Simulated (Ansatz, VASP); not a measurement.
**ZnSe: VASP beside Ansatz**

```
Zn Se
1.0
     0.00000    2.77612    2.94987
     2.94987    0.00000    2.94987
     2.94987    2.77612    0.00000
Zn Se
1 1
Direct
  0.00000 0.00000 0.00000
  0.75000 0.75000 0.75000
```

Alike in both runs: task single point; functional LDA; k mesh 10 × 10 × 10; occupations gaussian, width 0.05 eV; no spin polarisation.

|  | VASP | Ansatz |
| --- | --- | --- |
| version | VASP 6.6.1 | Ansatz 0.2.0 |
| potentials or method | VASP PAW LDA potentials, release 64 (Zn, Se), cutoff 520 eV | scalar-relativistic, plane waves, PAW |
| valence electrons in the cell | 18 | 28 |

|  | VASP | Ansatz | Ansatz less VASP |
| --- | --- | --- | --- |
| gap on the k mesh at the Fermi level (eV) | 0.70 | 0.66 | -0.036 |
| least direct gap on the mesh (eV) | 0.70 | 0.66 | -0.036 |
| pressure (GPa) | -6.1 | -6.3 | -0.23 |
| traceless stress, the component that is largest in VASP (GPa) | 1.48 | 1.49 | +0.010 |

Ansatz warns that its potentials were made for another functional, while VASP's fit it. LDA's correlation is that of Perdew and Zunger in VASP and of Perdew and Wang (1992) in Ansatz. VASP's potentials hold 18 valence electrons a cell and Ansatz's 28, so a difference there can come from the potentials and not from the codes.
